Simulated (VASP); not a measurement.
Runs of VASP 6.6.1 on GePt. The structure is that of space group Pm-3m (No. 221), or close to it. The cells are those of the table. 

| task | cell | k mesh | cutoff (eV) | gap on the mesh (eV) | pressure (GPa) | relaxed volume (Å³/atom) |
| --- | --- | --- | --- | --- | --- | --- |
| relaxation of cell and atoms | relaxed from a = 3.192 Å, 2 atoms | 18 × 18 × 18 | 600 | none | 0.0 | 16.25 |
| relaxation of cell and atoms | relaxed from a = 3.113, b = 3.113, c = 3.337 Å, 2 atoms | 6 × 6 × 6 | 600 | none | -0.1 | (a) |
| single point | a = 3.113, b = 3.113, c = 3.337 Å, 2 atoms | 6 × 6 × 4 | 520 | none | 0.0 | - |
| single point | a = 3.191 Å, 2 atoms | 18 × 18 × 18 | 520 | none | 0.0 | - |
| single point | a = 3.196, b = 3.196, c = 3.184 Å, 2 atoms | 6 × 6 × 6 | 520 | none | 0.3 | - |

Alike in all rows: level PBE; potentials or basis VASP PAW PBE potentials, release 64 (Ge_d, Pt); no spin polarisation; smearing gaussian 0.1 eV.

Q: Estimate the missing entries.

A: (a) 16.32.

Caveats: some runs use coarse meshes; spin-orbit coupling is left out, which moves the levels of the heavy elements.

A k mesh can miss the band edges, and the runs leave out spin-orbit coupling on Ge, Pt.

A gap of «none» marks levels without a gap at the run's occupations.
